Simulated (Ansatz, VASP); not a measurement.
**One calculation of Ge, two programs**

```xyz
2
Lattice="-2.6389 2.6389 1.3974 2.6389 -2.6389 1.3974 2.6389 2.6389 -1.3974" Properties=species:S:1:pos:R:3 pbc="T T T"
Ge    2.6389    0.0000    0.6987
Ge    0.0000    0.0000    1.3974
```

Change from the starting cell: strain +0.025 along x and y, +0.000 along z, atoms carried along.

Alike in both runs: task single point; functional PBEsol; k mesh 20 × 20 × 20; occupations gaussian, width 0.15 eV; no spin polarisation.

```csv
,VASP,Ansatz
version,VASP 6.6.1,Ansatz 0.2.0
potentials or method,"VASP PAW PBE potentials, release 64 (Ge_d), cutoff 520 eV","scalar-relativistic, plane waves, PAW"
valence electrons in the cell,28,28
```

VASP gave:

- gap on the k mesh at the Fermi level (eV): none
- pressure (GPa): -4.1
- traceless stress, the component that is largest in VASP (GPa): 1.62

Q: Which values does Ansatz return?

A: gap on the k mesh at the Fermi level (eV): none; pressure (GPa): -4.0; traceless stress, the component that is largest in VASP (GPa): 1.60.

VASP's potentials were made for PBE, not for PBEsol. A gap of «none» marks a metal or a gap that the smearing closes.
